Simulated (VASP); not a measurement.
# BaTe (Fm-3m) in VASP: further runs

BaTe is run at these levels: r2SCAN; tasks: phonons.

Program: VASP 6.6.1. These are calculated values, not measurements. Logs are shortened: lines on timing, memory, paths and dates and some standing lists are left out, and cuts for length are marked.

## 1. The cell of the first run

The structure is cubic, space group Fm-3m (No. 225). Conventional cell: a = 6.823 Å, b = 6.823 Å, c = 6.823 Å, α = 90.00°, β = 90.00°, γ = 90.00°. Within 4.5 Å of Ba (site symmetry m-3m) lie 6 Te at 3.41 Å. Te (site symmetry m-3m) has 6 Ba at 3.41 Å within 4.5 Å.

## 2. Phonons, r2SCAN

INCAR

```
ALGO = Normal ; EDIFF = 1E-8
ENCUT = 520 ; IBRION = 6
ISIF = 2 ; ISMEAR = 0
LASPH = True ; LCHARG = False
LMIXTAU = True ; LREAL = False
LWAVE = False ; METAGGA = R2SCAN
NELM = 60 ; NFREE = 2
NSW = 1 ; POTIM = 0.015
PREC = Accurate ; SIGMA = 0.01
```

KPOINTS

```
k-points
0
Gamma
  6 6 6
```

POSCAR

```
BaTe
1.0
    3.4115275097      3.4115275097      0.0000000000
   -3.4115275097      3.4115275097      0.0000000000
    0.0000000000      3.4115275097      3.4115275097
Ba Te
1 1
Direct
    0.0000000000      0.0000000000      0.0000000000
    0.5000000000      0.5000000000      0.0000000000
```

Potentials or basis: VASP PAW PBE potentials, release 64 (Ba_sv, Te).

Command:

```
> cat potpaw_PBE.64/Ba_sv/POTCAR potpaw_PBE.64/Te/POTCAR > POTCAR
> mpirun -np 1 vasp_std > vasp.out
```

OUTCAR:

```text
EDIFF = 1E-8
   ENCUT = 520
   IBRION = 6
   ISIF = 2
   ISMEAR = 0
   LASPH = True
   LREAL = False
   METAGGA = R2SCAN
   NELM = 60
   NFREE = 2
   NSW = 1
   POTIM = 0.015
   PREC = Accurate

 ion  position               nearest neighbor table
   1  0.000  0.000  0.000-   2 3.41   2 3.41   2 3.41   2 3.41   2 3.41   2 3.41
   2  0.500  0.500  0.000-   1 3.41   1 3.41   1 3.41   1 3.41   1 3.41   1 3.41

  LATTYP: Found a face centered cubic cell.
 ALAT       =     6.8230550194

  Lattice vectors:

 A1 = (   0.0000000000,   3.4115275097,   3.4115275097)
 A2 = (   3.4115275097,   0.0000000000,   3.4115275097)
 A3 = (   3.4115275097,   3.4115275097,   0.0000000000)

Analysis of symmetry for initial positions (statically):
=====================================================================
 Subroutine PRICEL returns:
 Original cell was already a primitive cell.

 Routine SETGRP: Setting up the symmetry group for a
 face centered cubic supercell.

 Subroutine GETGRP returns: Found 48 space group operations
 (whereof 48 operations were pure point group operations)
 out of a pool of 48 trial point group operations.

The static configuration has the point symmetry O_h .

Analysis of symmetry for dynamics (positions and initial velocities):
=====================================================================
 Subroutine PRICEL returns:
 Original cell was already a primitive cell.

 Routine SETGRP: Setting up the symmetry group for a
 face centered cubic supercell.

 Subroutine GETGRP returns: Found 48 space group operations
 (whereof 48 operations were pure point group operations)
 out of a pool of 48 trial point group operations.

The dynamic configuration has the point symmetry O_h .

 Subroutine INISYM returns: Found 48 space group operations
 (whereof 48 operations are pure point group operations),
 and found     1 'primitive' translations

----------------------------------------------------------------------------------------

                                     Primitive cell

  volume of cell :      79.4103

  direct lattice vectors                    reciprocal lattice vectors
     3.411527510  3.411527510  0.000000000     0.146561914  0.146561914 -0.146561914
    -3.411527510  3.411527510  0.000000000    -0.146561914  0.146561914 -0.146561914
     0.000000000  3.411527510  3.411527510     0.000000000  0.000000000  0.293123827

  length of vectors
     4.824628473  4.824628473  4.824628473     0.253852681  0.253852681  0.293123827

  position of ions in fractional coordinates (direct lattice)
     0.000000000  0.000000000  0.000000000
     0.500000000  0.500000000  0.000000000

  ion indices of the primitive-cell ions
   primitive index   ion index
                 1           1
                 2           2

----------------------------------------------------------------------------------------

 KPOINTS: k-points

Automatic generation of k-mesh.
 Grid dimensions read from file:
 generate k-points for:    6    6    6

 Generating k-lattice:

  Cartesian coordinates                     Fractional coordinates (reciprocal lattice)
     0.024426986  0.024426986 -0.024426986     0.166666667  0.000000000  0.000000000
    -0.024426986  0.024426986 -0.024426986     0.000000000  0.166666667  0.000000000
     0.000000000  0.000000000  0.048853971     0.000000000  0.000000000  0.166666667

  Length of vectors
     0.042308780  0.042308780  0.048853971

  Shift w.r.t. Gamma in fractional coordinates (k-lattice)
     0.000000000  0.000000000  0.000000000

 Subroutine IBZKPT returns following result:
 ===========================================

 Found     16 irreducible k-points:
[... 49 lines left out ...]
   NUPDOWN=      -1.0000    fix difference up-down
   EMIN   =  10.00;   EMAX   =-10.00  energy-range for DOS
   EFERMI =   0.00;   METHOD = LEGACY
   ISMEAR =     0;   SIGMA  =   0.01  broadening in eV -4-tet -1-fermi 0-gaus
   EFERMI_NEDOS =   21; number of points for ismear=-14 and -15
   IALGO  =     38    algorithm
   IMIX   =      4    mixing-type and parameters
     AMIX     =   0.40;   BMIX     =  1.00
     AMIX_MAG =   1.60;   BMIX_MAG =  1.00
  volume/ion in A,a.u.               =      39.71       267.94
  Fermi-wavevector in a.u.,A,eV,Ry     =   0.959745  1.813655 12.532474  0.921111
  Thomas-Fermi vector in A             =   2.088968
   LORBIT       =      0    0 simple, 1 ext, 2 COOP (PROOUT), +10 PAW based schemes
   METAGGA = R2SCAN    functional components
   LHFCALC =     F    Hartree Fock is set to
   AEXX    =    0.0000 exact exchange contribution
   IVDW    =     0    specifies the selected vdW correction
   LEPSILON=     F    determine dielectric tensor
   LRPA    =     F    only Hartree local field effects (RPA)
 finite differences with symmetry
 non-spin polarized calculation
 Gauss-broadening in eV      SIGMA  =   0.01
  energy-cutoff  :      520.00
  volume of cell :       79.41
 maximum number of plane-waves:      2158
   NGX = 17   NGY = 17   NGZ = 17

--------------------------------------- Ionic step        1  -------------------------------------------

 number of electron      16.0000000 magnetization

 Free energy of the ion-electron system (eV)
  ---------------------------------------------------
  ext. energy  EPLUGINS =         0.00000000
  ---------------------------------------------------
  free energy    TOTEN  =       -55.90883457 eV

  energy without entropy =      -55.90883457  energy(sigma->0) =      -55.90883457

------------------------ aborting loop because EDIFF is reached ----------------------------------------

  FORCE on cell =-STRESS in cart. coord.  units (eV):
  Direction    XX          YY          ZZ          XY          YZ          ZX
  --------------------------------------------------------------------------------------
  -------------------------------------------------------------------------------------
  Total        2.2044627      2.2044627      2.2044627      0.0000000      0.0000000      0.0000000
  in kB       44.4771251     44.4771251     44.4771251      0.0000000      0.0000000      0.0000000
  external PRESSURE =      44.4771251 kB  Pullay stress =       0.0000000 kB
[... 131 lines left out ...]
--------------------------------------- Ionic step        5  -------------------------------------------

 number of electron      16.0000000 magnetization

 Free energy of the ion-electron system (eV)
  ---------------------------------------------------
  ext. energy  EPLUGINS =         0.00000000
  ---------------------------------------------------
  free energy    TOTEN  =       -55.90846034 eV

  energy without entropy =      -55.90846034  energy(sigma->0) =      -55.90846034

 E-fermi :   2.7118     XC(G=0):  -8.9595

 val. band max:        2.5782816911   @ k =   0.0000   0.0000   0.0000
 cond. band min:       4.2669664303   @ k =   0.5000   0.5000   0.0000
 fundamental gap:      1.6886847392
 Fermi energy:         2.7117964167

 k-point     1 :       0.0000    0.0000    0.0000
  band No.  band energies     occupation
      1     -25.0381      2.00000
      2      -9.7885      2.00000
      3      -9.7883      2.00000
      4      -9.7883      2.00000
      5      -7.4226      2.00000
      6       2.5782      2.00000
      7       2.5782      2.00000
      8       2.5783      2.00000
      9       5.8591      0.00000
     10       5.8595      0.00000
     11       5.8595      0.00000
     12       6.5135      0.00000
[... 331 lines left out ...]
 k-point    24 :       0.0000    0.0000   -0.3333
  band No.  band energies     occupation
      1     -25.0166      2.00000
      2     -10.0977      2.00000
      3      -9.8753      2.00000
      4      -9.8751      2.00000
      5      -7.0097      2.00000
      6       0.9456      2.00000
      7       2.1999      2.00000
      8       2.2006      2.00000
      9       4.5533      0.00000
     10       7.3290      0.00000
     11       7.7442      0.00000
     12       8.6070      0.00000

 [... further k-points ...]

------------------------ aborting loop because EDIFF is reached ----------------------------------------

  FORCE on cell =-STRESS in cart. coord.  units (eV):
  Direction    XX          YY          ZZ          XY          YZ          ZX
  --------------------------------------------------------------------------------------
  -------------------------------------------------------------------------------------
  Total        2.2090991      2.2037978      2.2037978      0.0000000     -0.0000000     -0.0000000
  in kB       44.5706689     44.4637102     44.4637102      0.0000000     -0.0000000     -0.0000000
  external PRESSURE =      44.4993631 kB  Pullay stress =       0.0000000 kB
[... 17 lines left out ...]
  FREE ENERGIE OF THE ION-ELECTRON SYSTEM (eV)
  ---------------------------------------------------
  free  energy   TOTEN  =       -55.9084603417 eV

  energy  without entropy=      -55.9084603417  energy(sigma->0) =      -55.90846034

 INTERNAL STRAIN TENSORS FROM DISPLACED ATOMS
 ============================================

 INTERNAL STRAIN TENSOR FOR ION    1 for displacements in x,y,z  (eV/Angst):
          X           Y           Z          XY          YZ          ZX
  --------------------------------------------------------------------------------
  x     0.00000     0.00000     0.00000     0.00000     0.00000     0.00000
  y     0.00000     0.00000     0.00000     0.00000     0.00000     0.00000
  z     0.00000     0.00000     0.00000     0.00000     0.00000     0.00000

 INTERNAL STRAIN TENSOR FOR ION    2 for displacements in x,y,z  (eV/Angst):
          X           Y           Z          XY          YZ          ZX
  --------------------------------------------------------------------------------
  x     0.00000     0.00000     0.00000     0.00000     0.00000     0.00000
  y     0.00000     0.00000     0.00000     0.00000     0.00000     0.00000
  z     0.00000     0.00000     0.00000     0.00000     0.00000     0.00000

 Eigenvectors and eigenvalues of the dynamical matrix
 ----------------------------------------------------

   1 f  =    3.509484 THz    22.050741 2PiTHz  117.063800 cm-1    14.514055 meV
             X         Y         Z           dx          dy          dz
      0.000000  0.000000  0.000000     0.000000    0.695333    0.000000
      0.000000  3.411528  0.000000     0.000000   -0.718688    0.000000
[... 21 lines left out ...]
   6 f/i=    0.006482 THz     0.040729 2PiTHz    0.216224 cm-1     0.026808 meV
             X         Y         Z           dx          dy          dz
      0.000000  0.000000  0.000000     0.000000    0.000000    0.718688
      0.000000  3.411528  0.000000     0.000000    0.000000    0.695333

 ELASTIC MODULI CONTR FROM IONIC RELAXATION (kBar)
 Direction    XX          YY          ZZ          XY          YZ          ZX
 --------------------------------------------------------------------------------
 XX           0.0000      0.0000      0.0000      0.0000      0.0000      0.0000
 YY           0.0000      0.0000      0.0000      0.0000      0.0000      0.0000
 ZZ           0.0000      0.0000      0.0000      0.0000      0.0000      0.0000
 XY           0.0000      0.0000      0.0000      0.0000      0.0000      0.0000
 YZ           0.0000      0.0000      0.0000      0.0000      0.0000      0.0000
 ZX           0.0000      0.0000      0.0000      0.0000      0.0000      0.0000
 --------------------------------------------------------------------------------
```

Wall time 4 min (1 thread of Intel Xeon 6975P-C (Granite Rapids), shared host); peak memory 0.25 GiB.

What came out:

| Property | Result |
| --- | --- |
| Highest phonon frequency at Γ, LO-TO splitting left out | 117 cm⁻¹ |

Phonon frequencies in cm⁻¹ (negative: imaginary):
```csv
q point,frequencies
"(0.000, 0.000, 0.000)",0 0 0 117 117 117
```

Caveat: the cell stands under pressure or tension, which shifts response properties; the PAW data sets were made with another functional, which shifts forces and pressure a little; spin-orbit coupling is left out, which moves the levels of the heavy elements.

(Continued in part 2 of 3.)
